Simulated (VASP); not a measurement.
**Ga3S: relaxation of cell and atoms with PBE**

Crystal: Ga3S.

```xyz
4
Lattice="4.1620 0.0000 0.0000 0.0000 4.1620 0.0000 0.0000 0.0000 4.1620" Properties=species:S:1:pos:R:3 pbc="T T T"
Ga    0.0000    2.0810    2.0810
Ga    2.0810    0.0000    2.0810
Ga    2.0810    2.0810    0.0000
S     0.0000    0.0000    0.0000
```

```
Program                : VASP 6.6.1
Task                   : relaxation of cell and atoms
Functional             : PBE
Potentials or basis    : VASP PAW PBE potentials, release 64 (Ga_d, S)
Cutoff                 : 600 eV
k mesh                 : 4 × 4 × 4
Occupations            : gaussian, width 0.1 eV
Spin                   : no spin polarisation
Dipole correction      : no
Further INCAR settings : ALGO = Normal; EDIFF = 1e-06; IBRION = 2; EDIFFG = -0.04; NSW = 90; ISIF = 3
```

* Relaxed volume: 20.22 Å³/atom
* Relaxed cell: a = 4.325 Å, b = 4.325 Å, c = 4.325 Å, α = 90.00°, β = 90.00°, γ = 90.00°
* Space group after relaxing (to 0.1 Å): Pm-3m (No. 221)
* Energy gained by relaxing: 40.5 meV/atom
* Ionic steps: 3
* Pressure after relaxing: 0.0 GPa
* Band gap on the k mesh: zero (an odd number of electrons rules out a gap without spin polarisation)

Step by step:
| step | energy change (eV) | largest force (eV/Å) | pressure (GPa) | volume (Å³) |
| --- | --- | --- | --- | --- |
| 1 | 0.0000 | 0.0000 | 6.24 | 72.10 |
| 2 | -0.1591 | 0.0000 | 0.73 | 79.67 |
| 3 | -0.1619 | 0.0000 | 0.02 | 80.89 |

Final structure:
```cif
data_structure
_symmetry_space_group_name_H-M 'P 1'
_symmetry_Int_Tables_number 1
_cell_length_a 4.3248
_cell_length_b 4.3248
_cell_length_c 4.3248
_cell_angle_alpha 90.000
_cell_angle_beta 90.000
_cell_angle_gamma 90.000
_cell_volume 80.89
loop_
_atom_site_label
_atom_site_type_symbol
_atom_site_fract_x
_atom_site_fract_y
_atom_site_fract_z
_atom_site_occupancy
Ga1 Ga 0.00000 0.50000 0.50000 1
Ga2 Ga 0.50000 0.00000 0.50000 1
Ga3 Ga 0.50000 0.50000 0.00000 1
S1 S 0.00000 0.00000 0.00000 1
```

Levels at points of the mesh, in eV from the Fermi level:
```tsv
k point	band 20	band 21	band 22	band 23	band 24	band 25	band 26	band 27
(0.00, 0.00, 0.00)	-3.86	-2.62	-2.62	1.36	1.36	1.36	4.82	4.82
(0.50, 0.00, 0.00)	-2.95	-1.84	-1.32	-0.28	-0.28	1.30	4.11	4.20
(0.50, 0.50, 0.00)	-2.38	-0.81	-0.79	-0.79	1.56	1.80	1.80	1.93
(0.50, 0.50, 0.50)	-4.97	-4.97	-4.97	-3.80	3.49	3.49	3.49	9.10
```

It took 29 s on 1 thread of Intel(R) Xeon(R) 6975P-C (Granite Rapids), with other jobs on the host, peak memory 0.21 GiB.

Caveat: the k points lie up to 0.36 Å⁻¹ apart in the final cell, too coarse for converged energies and pressures of a metal.
